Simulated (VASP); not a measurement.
Wanted: the native input for a VASP 6.6.1 run.

```
Task                   : single point
Functional             : PBE
Potentials or basis    : VASP PAW PBE potentials, release 64 (Sn_d, O)
Cutoff                 : 520 eV
k mesh                 : 5 × 5 × 4
Occupations            : gaussian, width 0.01 eV
Spin                   : no spin polarisation
Dipole correction      : no
Further INCAR settings : ALGO = Normal; EDIFF = 1e-07; NBANDS = 28
```

The structure of SnO (Romarchite) lies in POSCAR:

```
SnO
1.0
    3.9448416191      0.0000000000      0.0000000000
    0.0000000000      3.9448416191      0.0000000000
    0.0000000000      0.0000000000      5.0271650896
Sn O
2 2
Direct
    0.5000000000      0.0000000000      0.2369000000
    0.0000000000      0.5000000000      0.7631000000
    0.0000000000      0.0000000000      0.0000000000
    0.5000000000      0.5000000000      0.0000000000
```

The input as run:

INCAR

```
SYSTEM = SnO
PREC = Accurate
ENCUT = 520
EDIFF = 1E-7
ISMEAR = 0
SIGMA = 0.01
LREAL = .False.
LASPH = .True.
NELM = 80
ALGO = Normal
ISIF = 2
LWAVE = .False.
LCHARG = .False.
GGA = PE
NBANDS = 28
```

KPOINTS

```
Automatic mesh
0
Gamma
  5 5 4
  0 0 0
```

Potentials or basis: VASP PAW PBE potentials, release 64 (Sn_d, O).

Command:

```sh
$ cat potpaw_PBE.64/Sn_d/POTCAR potpaw_PBE.64/O/POTCAR > POTCAR
$ mpirun -np 1 vasp_std > vasp.out
```

It gave:

```json
{
 "Pressure": "-4.5 GPa",
 "Largest force": "0.841 eV/Å",
 "Band gap on the k mesh": "0.85 eV, indirect (least direct gap 1.94 eV)"
}
```

Caveat: spin-orbit coupling is left out, which moves the levels of the heavy elements.

Run time: 40 s on 1 thread of Intel(R) Xeon(R) Platinum 8259CL CPU @ 2.50GHz (Skylake/Cascade Lake), with other jobs on the host, peak memory 0.19 GiB.
